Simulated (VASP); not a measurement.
Runs of VASP 6.6.1 on La. The structure is that of space group Fm-3m (No. 225), or close to it. The cells are those of the table. This isn't the form of La at room conditions, which is double hcp.

```csv
spin,cell,k mesh,smearing,gap on the mesh (eV),pressure (GPa),moment (μB)
"non-collinear, zero start, SOC","a = 3.751 Å, angles 60.0°, 1 atom",10 × 10 × 10,fermi-dirac 0.1 eV,-,0.0,0.00
off,"a = 3.848 Å, angles 60.0°, 1 atom",12 × 12 × 12,fermi-dirac 0.1 eV,none,-1.8,-
collinear,"a = 3.801 Å, angles 60.0°, 1 atom",17 × 17 × 17,fermi-dirac 0.05 eV,none,(a),0.00
collinear,"a = 3.752 Å, angles 60.0°, 1 atom",10 × 10 × 10,fermi-dirac 0.05 eV,none,0.0,0.00
collinear,"a = 3.752 Å, angles 60.0°, 1 atom",17 × 17 × 17,fermi-dirac 0.05 eV,none,-0.3,0.00
```

Alike in all rows: task single point; level PBE; potentials or basis VASP PAW PBE potentials, release 64 (La); cutoff (eV) 520.

**Question.** Fill in the values left out.

**Answer.** (a) -1.1.

Caveats: spin-orbit coupling is left out, which moves the levels of the heavy elements (at least some runs).

A k mesh can miss the band edges, and rows without SOC leave out spin-orbit coupling on La.

A gap of «none» marks levels without a gap at the run's occupations.
